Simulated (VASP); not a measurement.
# FeO in VASP: a series of runs

Runs on FeO. Level: PBE. Tasks: single point.

All numbers are computed with VASP 6.6.1; they aren't measurements. Logs are shortened: lines on timing, memory, paths and dates and some standing lists are left out, and cuts for length are marked.

### Step 1. The cell of the first run

The typed cell holds 2 atoms: a = 3.016 Å, b = 3.016 Å, c = 3.016 Å, α = 59.99°, β = 59.99°, γ = 59.99°.

### Step 2. Single point, PBE, collinear spin, ferromagnetic start (9.70 Å³/atom)

INCAR

```
ALGO     = Normal         # electronic algorithm
EDIFF    = 1E-7           # SCF threshold, eV
ENCUT    = 520            # plane-wave cutoff, eV
GGA      = PE             # functional
ISIF     = 2              # what is computed and relaxed
ISMEAR   = 0              # smearing method
ISPIN    = 2              # spin polarisation
LASPH    = T              # aspherical terms in the spheres
LCHARG   = T              # write CHGCAR
LELF     = T              # ELF
LMAXMIX  = 4              # l up to which the mixer works
LORBIT   = 11             # projections on sites
LREAL    = F              # projectors in reciprocal space
LVHAR    = T            
LWAVE    = F              # write WAVECAR
MAGMOM   = 3.79 0.35      # initial moments
NBANDS   = 18             # bands
NELM     = 150            # most SCF steps
PREC     = Accurate       # precision mode
SIGMA    = 0.1            # smearing width, eV
```

KPOINTS

```
k-points
0
Gamma
  18 18 18
```

POSCAR

```
FeO
1.0
    1.5078481183      0.8705565170      2.4628710832
   -1.5078481183      0.8705565170      2.4628710832
    0.0000000000     -1.7411130340      2.4628710832
Fe O
1 1
Direct
    0.0000000000      0.0000000000      0.0000000000
    0.5000000000      0.5000000000      0.5000000000
```

Potentials or basis: VASP PAW PBE potentials, release 64 (Fe, O).

On the command line:

```console
cat potpaw_PBE.64/Fe/POTCAR potpaw_PBE.64/O/POTCAR > POTCAR
mpirun -np 1 vasp_std > vasp.out
```

OUTCAR:

```text
EDIFF = 1E-7
   ENCUT = 520
   GGA = PE
   ISIF = 2
   ISMEAR = 0
   ISPIN = 2
   LASPH = T
   LORBIT = 11
   LREAL = F
   NELM = 150
   PREC = Accurate

 ion  position               nearest neighbor table
   1  0.000  0.000  0.000-   2 2.13   2 2.13   2 2.13   2 2.13   2 2.13   2 2.13
   2  0.500  0.500  0.500-   1 2.13   1 2.13   1 2.13   1 2.13   1 2.13   1 2.13

  LATTYP: Found a trigonal (rhomboedric) cell.
 ALAT       =     3.0161579152
 COS(alpha) =     0.5001530567

  Lattice vectors:

 A1 = (   1.5078481183,   0.8705565170,   2.4628710832)
 A2 = (  -1.5078481183,   0.8705565170,   2.4628710832)
 A3 = (   0.0000000000,  -1.7411130340,   2.4628710832)

Analysis of symmetry for initial positions (statically):
=====================================================================
 Subroutine PRICEL returns:
 Original cell was already a primitive cell.

 Routine SETGRP: Setting up the symmetry group for a
 trigonal (rhombohedral) supercell.

 Subroutine GETGRP returns: Found 12 space group operations
 (whereof 12 operations were pure point group operations)
 out of a pool of 12 trial point group operations.

The static configuration has the point symmetry D_3d.

Analysis of symmetry for dynamics (positions and initial velocities):
=====================================================================
 Subroutine PRICEL returns:
 Original cell was already a primitive cell.

 Routine SETGRP: Setting up the symmetry group for a
 trigonal (rhombohedral) supercell.

 Subroutine GETGRP returns: Found 12 space group operations
 (whereof 12 operations were pure point group operations)
 out of a pool of 12 trial point group operations.

The dynamic configuration has the point symmetry D_3d.

Analysis of structural, dynamic, and magnetic symmetry:
=====================================================================
 Subroutine PRICEL returns:
 Original cell was already a primitive cell.

 Routine SETGRP: Setting up the symmetry group for a
 trigonal (rhombohedral) supercell.

 Subroutine GETGRP returns: Found 12 space group operations
 (whereof 12 operations were pure point group operations)
 out of a pool of 12 trial point group operations.

The overall configuration has the point symmetry D_3d.

 Subroutine INISYM returns: Found 12 space group operations
[... 109 lines left out ...]
   NUPDOWN=      -1.0000    fix difference up-down
   EMIN   =  10.00;   EMAX   =-10.00  energy-range for DOS
   EFERMI =   0.00;   METHOD = LEGACY
   ISMEAR =     0;   SIGMA  =   0.10  broadening in eV -4-tet -1-fermi 0-gaus
   EFERMI_NEDOS =   21; number of points for ismear=-14 and -15
   IALGO  =     38    algorithm
   IMIX   =      4    mixing-type and parameters
     AMIX     =   0.40;   BMIX     =  1.00
     AMIX_MAG =   1.60;   BMIX_MAG =  1.00
  volume/ion in A,a.u.               =       9.70        65.45
  Fermi-wavevector in a.u.,A,eV,Ry     =   1.468481  2.775027 29.340101  2.156437
  Thomas-Fermi vector in A             =   2.583974
   LORBIT       =     11    0 simple, 1 ext, 2 COOP (PROOUT), +10 PAW based schemes
   GGA     = PE    functional components
   LHFCALC =     F    Hartree Fock is set to
   AEXX    =    0.0000 exact exchange contribution
   IVDW    =     0    specifies the selected vdW correction
   LEPSILON=     F    determine dielectric tensor
   LRPA    =     F    only Hartree local field effects (RPA)
 spin polarized calculation
 Gauss-broadening in eV      SIGMA  =   0.10
  energy-cutoff  :      520.00
  volume of cell :       19.40
 maximum number of plane-waves:       544
   NGX = 11   NGY = 11   NGZ = 11

 number of electron      13.9999997 magnetization       3.9995044

 Free energy of the ion-electron system (eV)
  ---------------------------------------------------
  ext. energy  EPLUGINS =         0.00000000
  ---------------------------------------------------
  free energy    TOTEN  =       -14.92202060 eV

  energy without entropy =      -14.91577133  energy(sigma->0) =      -14.91889597

 E-fermi :   6.5500     XC(G=0): -12.3415

 val. band max:        6.5478610641   @ k =  -0.2222   0.0556   0.0000
 cond. band min:       6.5513243908   @ k =  -0.2222   0.1667   0.0000
 fundamental gap:      0.0034633267
 Fermi energy:         6.5500483986

 spin component 1

 k-point     1 :       0.0000    0.0000    0.0000
  band No.  band energies     occupation
      1     -14.4341      1.00000
      2       2.6418      1.00000
      3       2.6433      1.00000
      4       2.6433      1.00000
      5       2.6434      1.00000
      6       2.6444      1.00000
[... 493 lines left out ...]
     17      32.7880      0.00000
     18      34.8147      0.00000

 [... further k-points ...]

 spin component 2

 k-point     1 :       0.0000    0.0000    0.0000
  band No.  band energies     occupation
      1     -13.8899      1.00000
      2       3.2151      1.00000
      3       3.2166      1.00000
      4       3.2166      1.00000
      5       5.7723      1.00000
      6       5.7736      1.00000
[... 493 lines left out ...]
     17      33.6368      0.00000
     18      35.8413      0.00000

 [... further k-points ...]
[... 5 lines left out ...]
  --------------------------------------------------------------------------------------
  -------------------------------------------------------------------------------------
  Total        0.7548362      0.7548362      0.7528018      0.0000000      0.0000000     -0.0000000
  in kB       62.3470345     62.3470345     62.1790014      0.0000000      0.0000000     -0.0000000
  external PRESSURE =      62.2910235 kB  Pullay stress =       0.0000000 kB

 VOLUME and BASIS-vectors are now :
 -----------------------------------------------------------------------------
  energy-cutoff  :      520.00
  volume of cell :       19.40
      direct lattice vectors                 reciprocal lattice vectors
     1.507848118  0.870556517  2.462871083     0.331598384  0.191448417  0.135343395
    -1.507848118  0.870556517  2.462871083    -0.331598384  0.191448417  0.135343395
     0.000000000 -1.741113034  2.462871083     0.000000000 -0.382896833  0.135343395

 POSITION                                       TOTAL-FORCE (eV/Angst)
 -----------------------------------------------------------------------------------
      0.00000      0.00000      0.00000         0.000000      0.000000      0.000000
      0.00000      0.00000      3.69431         0.000000     -0.000000     -0.000000
 -----------------------------------------------------------------------------------
    total drift:                               -0.000000      0.000000     -0.000000

  FREE ENERGIE OF THE ION-ELECTRON SYSTEM (eV)
  ---------------------------------------------------
  free  energy   TOTEN  =       -14.9220206045 eV

  energy  without entropy=      -14.9157713302  energy(sigma->0) =      -14.91889597

 total charge

# of ion       s       p       d       tot
------------------------------------------
    1        0.297   0.380   6.109   6.786
    2        1.556   3.455   0.000   5.012
--------------------------------------------------
tot          1.853   3.836   6.109  11.797

 magnetization (x)

# of ion       s       p       d       tot
------------------------------------------
    1        0.027   0.022   3.565   3.614
    2        0.031   0.277   0.000   0.308
--------------------------------------------------
tot          0.058   0.299   3.565   3.922
```

stdout:

```text
POSCAR found type information on POSCAR FeO
 POSCAR found :  2 types and       2 ions
 scaLAPACK will be used
 LDA part: xc-table for (Slater+PW92), standard interpolation
 POSCAR, INCAR and KPOINTS ok, starting setup
 FFT: planning ... GRIDC
 FFT: planning ... GRID_SOFT
 FFT: planning ... GRID
 WAVECAR not read
 entering main loop
```

Run time: 2.1 min. Hardware: 1 thread of Intel Xeon 6975P-C (Granite Rapids), shared host; peak memory 0.4 GiB.

What came out:

```
Free energy                                           : -14.9220 eV
Pressure                                              : 6.2 GPa
Band gap on the k mesh                                : zero (filled and empty bands overlap)
Net moment                                            : 4.00 μB per cell
Site moments                                          : Fe +3.61; O +0.31 μB
Valence electrons inside the program's atomic spheres : Fe 6.79; O 5.01
```

Levels at points of the mesh, in eV from the Fermi level:
Spin up:
```tsv
k point	band 5	band 6	band 7	band 8	band 9	band 10	band 11	band 12	band 13	band 14
(0.00, 0.00, 0.00)	-3.91	-3.91	-3.91	-3.68	-3.68	0.27	15.58	17.30	17.31	17.31
(0.50, 0.00, 0.00)	-3.04	-3.04	-2.46	-0.23	-0.23	4.18	8.79	12.79	12.79	19.92
(0.50, 0.50, 0.00)	-4.88	-3.27	-2.76	-2.76	-2.72	5.53	8.96	10.94	15.10	15.10
(0.50, 0.50, 0.50)	-3.04	-3.04	-2.46	-0.23	-0.23	4.18	8.78	12.80	12.80	19.92
```
Spin down:
| k point | band 3 | band 4 | band 5 | band 6 | band 7 | band 8 |
| --- | --- | --- | --- | --- | --- | --- |
| (0.00, 0.00, 0.00) | -3.33 | -3.33 | -0.78 | -0.78 | -0.78 | 0.18 |
| (0.50, 0.00, 0.00) | -5.33 | -5.33 | 0.41 | 0.41 | 0.63 | 2.91 |
| (0.50, 0.50, 0.00) | -4.55 | -4.55 | -2.23 | 0.75 | 0.77 | 0.77 |
| (0.50, 0.50, 0.50) | -5.33 | -5.33 | 0.41 | 0.41 | 0.63 | 2.91 |

Caveat: the cell stands under pressure; a cell with one magnetic atom can't hold antiferromagnetic order, which such compounds often take; semilocal functionals often make such compounds metallic where correlation or magnetic order opens a gap, which also shifts bond lengths. With open d or f shells a metallic result of PBE can be an artefact of self-interaction; +U or a hybrid may open a gap.

(Part 1 of 2 ends here.)
